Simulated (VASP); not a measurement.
WSe2: single point with PBE+D3(BJ)

Slab: WSe2, a slab with vacuum.

```xyz
6
Lattice="3.2855 0.0000 0.0000 -1.6427 2.8453 0.0000 0.0000 0.0000 24.2386" Properties=species:S:1:pos:R:3 pbc="T T T"
Se    0.0000    1.8969    4.5000
Se    0.0000    1.8969    7.8693
Se    3.2855    0.0000   10.6793
Se    3.2855    0.0000   14.0486
W     1.6427    0.9484    6.1847
W     4.9282   -0.9484   12.3640
```

| Quantity | Value |
| --- | --- |
| Program | VASP 6.6.1 |
| Task | single point |
| Functional | PBE |
| Dispersion | D3(BJ) |
| Potentials or basis | VASP PAW PBE potentials, release 64 (Se, W_sv) |
| Cutoff | 520 eV |
| k mesh | 9 × 9 × 1 |
| Occupations | gaussian, width 0.05 eV |
| Spin | no spin polarisation |
| Dipole correction | yes |
| Further INCAR settings | ALGO = Normal; EDIFF = 1e-07; NBANDS = 35 |

```
Largest force              : 0.174 eV/Å
Band gap on the k mesh     : 1.20 eV, indirect (least direct gap 1.55 eV)
Dispersion energy per atom : -0.412 eV
```

Forces on the atoms (eV/Å):
```
Se   0.000  0.000 -0.043
Se   0.000  0.000 -0.174
Se   0.000  0.000  0.126
Se   0.000  0.000  0.023
W    0.000  0.000  0.041
W    0.000  0.000  0.026
```

Levels at points of the mesh, in eV from the valence-band top:
```tsv
k point	band 24	band 25	band 26	band 27	band 28	band 29
(0.00, 0.00, 0.00)	-1.47	-0.93	0.00	2.50	2.50	2.65
```

Wall time 3.1 min on 1 thread of Intel(R) Xeon(R) Platinum 8259CL CPU @ 2.50GHz (Skylake/Cascade Lake) (shared host), peak memory 0.36 GiB.

Caveat: spin-orbit coupling is left out, which moves the levels of the heavy elements.
